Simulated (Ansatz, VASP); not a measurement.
# Li4SbPt2 in VASP and in Ansatz

INCAR

```
SYSTEM = Li4SbPt2
PREC = Accurate
ENCUT = 600
EDIFF = 1E-7
ISMEAR = 0
SIGMA = 0.1
LREAL = .False.
LASPH = .True.
NELM = 100
ALGO = Normal
ISIF = 3
LWAVE = .False.
LCHARG = .False.
GGA = PE
IBRION = 2
NSW = 100
EDIFFG = -0.01
```

KPOINTS

```
Automatic mesh
0
Gamma
  6 6 8
  0 0 0
```

The input POSCAR:

```
Li4SbPt2
1.0
    7.8635689958      0.0000000000      0.0000000000
   -3.9317844979      6.8100505148      0.0000000000
    0.0000000000      0.0000000000      5.3185147297
Li Sb Pt
4 1 2
Direct
    0.5000000000      0.0000000000      0.0000000000
    0.0000000000      0.5000000000      0.0000000000
    0.5000000000      0.5000000000      0.0000000000
    0.0000000000      0.0000000000      0.5000000000
    0.0000000000      0.0000000000      0.0000000000
    0.3333333333      0.6666666667      0.0000000000
    0.6666666667      0.3333333333      0.0000000000
```

Input for Ansatz:

```yaml
crystal:
  lattice:
    - [7.8635689958, 0.0, 0.0]
    - [-3.9317844979, 6.8100505148, 0.0]
    - [0.0, 0.0, 5.3185147297]
  atoms:
    - { symbol: Li, position: [0.5, 0.0, 0.0] }
    - { symbol: Li, position: [0.0, 0.5, 0.0] }
    - { symbol: Li, position: [0.5, 0.5, 0.0] }
    - { symbol: Li, position: [0.0, 0.0, 0.5] }
    - { symbol: Sb, position: [0.0, 0.0, 0.0] }
    - { symbol: Pt, position: [0.3333333333, 0.6666666667, 0.0] }
    - { symbol: Pt, position: [0.6666666667, 0.3333333333, 0.0] }
basis:
  ecutwfc: 420
kpoints:
  mp_grid: { grid: [6, 6, 8] }
hamiltonian:
  xc: pbe
scf:
  occupations: { method: gaussian, width: 0.1 }
output:
  forces: true
  stress: true
  eigenvalues: true
  write_density: true
  write_potential: true
  elf: true
  volumetric_format: npy
relax:
  adjacent_minimum: "off"
  f_tol: 0.01
  max_steps: 80
  cell: { stress_tol: 0.05 }
```

Alike in both runs: task relaxation of cell and atoms; functional PBE; k mesh 6 × 6 × 8; occupations gaussian, width 0.1 eV; no spin polarisation.

|  | VASP | Ansatz |
| --- | --- | --- |
| version | VASP 6.6.1 | Ansatz 0.2.0 |
| potentials or method | VASP PAW PBE potentials, release 64 (Li_sv, Sb, Pt), cutoff 600 eV | scalar-relativistic, plane waves, PAW |
| valence electrons in the cell | 37 | 63 |

VASP gave:

* gap on the k mesh at the Fermi level, each at its own relaxed structure (eV): none
* relaxed volume (Å³/atom): 42.13
* relaxed cell length with the largest relative difference (Å): 5.344

Which values does Ansatz return?

gap on the k mesh at the Fermi level, each at its own relaxed structure (eV): none; relaxed volume (Å³/atom): 42.02; relaxed cell length with the largest relative difference (Å): 5.368.

A gap of «none» marks a metal or a gap that the smearing closes. VASP's potentials hold 37 valence electrons a cell and Ansatz's 63, so a difference there can come from the potentials and not from the codes.

Neither program's run includes spin-orbit coupling. Noted on VASP's run: the cutoff is short for stress, so the pressure is rough.
